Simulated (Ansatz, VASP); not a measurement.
## WBr2F2 in VASP and in Ansatz

```
CELL_PARAMETERS angstrom
3.59348 0.00000 0.00000
-1.79674 3.11205 0.00000
0.00000 0.00000 9.03246
ATOMIC_POSITIONS crystal
W 0.00000 0.00000 0.50000
Br 0.33333 0.66667 0.83430
Br 0.66667 0.33333 0.16570
F 0.33333 0.66667 0.35475
F 0.66667 0.33333 0.64525
```

Change from the starting cell: species swapped into the Gd2CCl2 type (P-3m1, No. 164).

Alike in both runs: task single point; functional PBE; k mesh 6 × 6 × 2; occupations gaussian, width 0.1 eV; no spin polarisation.

```csv
,VASP,Ansatz
version,VASP 6.6.1,Ansatz 0.2.0
potentials or method,"VASP PAW PBE potentials, release 64 (W_sv, Br, F), cutoff 600 eV","scalar-relativistic, plane waves, PAW"
valence electrons in the cell,42,42
```

|  | VASP | Ansatz | Ansatz less VASP |
| --- | --- | --- | --- |
| gap on the k mesh at the Fermi level (eV) | none | none | - |
| pressure (GPa) | -8.8 | -8.8 | +0.02 |
| traceless stress, the component that is largest in VASP (GPa) | 2.38 | 2.41 | +0.028 |
| rms of the force components (eV/Å) | 1.154 | 1.166 | +0.0112 |

Atom by atom the forces differ by 0.011 eV/Å (rms over components). A gap of «none» marks a metal or a gap that the smearing closes.

Neither program's run includes spin-orbit coupling.
